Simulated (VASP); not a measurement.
A run of VASP 6.6.1 is set up as follows.

The input INCAR:

```
PREC = Accurate
ENCUT = 520
EDIFF = 1E-6
ISMEAR = -1
SIGMA = 0.2482
LREAL = Auto
LASPH = T
NELM = 80
ALGO = Normal
ISIF = 2
LWAVE = F
LCHARG = F
GGA = PE
ISYM = 0
NBANDS = 69
```

KPOINTS

```
Automatic mesh
0
Gamma
  1 1 1
  0.25 0.25 0.25
```

POSCAR

```
Si11N12
1.0
    6.4418990000      0.1209050000      0.0829390000
    0.1209050000      6.5958520000      0.1101930000
    0.0829390000      0.1101930000      6.6182720000
Si N
11 12
Direct
    0.8015120024      0.6376295462      0.4102898889
    0.0469889119      0.0793125950      0.6410721853
    0.5876569311      0.0508716437      0.2298649289
    0.6940305155      0.4083724152      0.9934680868
    0.5490460022      0.1088094618      0.6427675733
    0.2054341295      0.8311688096     -0.0196334460
    0.8068085679      0.8380501780      0.9331705981
    0.5284458116      0.5988515685      0.7080662418
    0.2607890635      0.3392036592      0.9971156439
    0.1291476757     -0.0263427826      0.3027006764
   -0.0179481948      0.3022063759      0.2270969791
    0.4712721674      0.2328906458      0.0754367966
    0.3070310623      0.5940038641      0.9320087000
    0.8173089856      0.3294171857      0.4432881789
    0.4006934577      0.0158616284      0.4207726798
    0.2659328513      0.1677921348      0.7835098462
    0.0256785673      0.8646540876      0.7954311061
    0.5783457168      0.8832215493      0.8013166809
    0.2406009777      0.5007896334      0.3991708536
    0.7416238237      0.6772111416      0.1304575476
    0.1834643276      0.6843046233      0.4054724666
    0.9184229744      1.0600928660      0.1159458396
    0.8141769451      0.2210700456      0.6326321443
```

Potentials or basis: VASP PAW PBE potentials, release 64 (Si, N).

The run is started by

```console
$ cat potpaw_PBE.64/Si/POTCAR potpaw_PBE.64/N/POTCAR > POTCAR
$ mpirun -np 1 vasp_std > vasp.out
```

Question: What does it give for the band gap on the k mesh?

Answer: 0.29 eV.

Question: Estimate the largest force.

Answer: 7.087 eV/Å.

Question: What does it give for the pressure?

Answer: -2.6 GPa.

Stress tensor (GPa, compression positive):
```
 0.36 -6.33 -0.28
-6.33 -4.77 -1.37
-0.28 -1.37 -3.50
```

Caveat: the k points lie up to 0.98 Å⁻¹ apart; the standard files for N, O and F lose accuracy on very short bonds.
